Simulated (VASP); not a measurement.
Input of a VASP 6.6.1 run:

File INCAR:

```
ALGO = Normal ; EDIFF = 1E-8
ENCUT = 400 ; GGA = PS
GGA_COMPAT = False ; ISIF = 2
ISMEAR = -1 ; LASPH = True
LCHARG = False ; LEFG = True
LREAL = False ; LWAVE = False
NBANDS = 13 ; NELM = 120
PREC = Accurate ; SIGMA = 0.05
```

The input KPOINTS:

```
k-points
0
Gamma
  14 14 14
```

The input POSCAR:

```
W
1.0
    0.0000000000      1.9894000000      2.0300000000
    1.9894000000      0.0000000000      2.0300000000
    1.9894000000      1.9894000000      0.0000000000
W
1
Direct
    0.0000000000      0.0000000000      0.0000000000
```

Potentials or basis: VASP PAW PBE potentials, release 64 (W_sv).

The run is started by

```console
$ cat potpaw_PBE.64/W_sv/POTCAR > POTCAR
$ mpirun -np 1 vasp_std > vasp.out
```

Estimate the band gap on the k mesh.

zero (band 7 reaches 13.93 eV, above the bottom of band 8 at 10.11 eV).

What does it give for the pressure?

-1.0 GPa.

Electric field gradients, principal values (V/Å²):
| atom | least | middle | greatest (by size) |
| --- | --- | --- | --- |
| 1 W | 6.910 | 6.913 | -13.823 |

Caveat: the cell differs from its parent crystal (equal xx and yy strain of -2 %); without QUAD_EFG the Cq values of the log hold for a quadrupole moment of 1 mb, not for the nuclei; the PAW data sets were made with another functional, which shifts forces and pressure a little; spin-orbit coupling is left out, which moves the levels of the heavy elements.
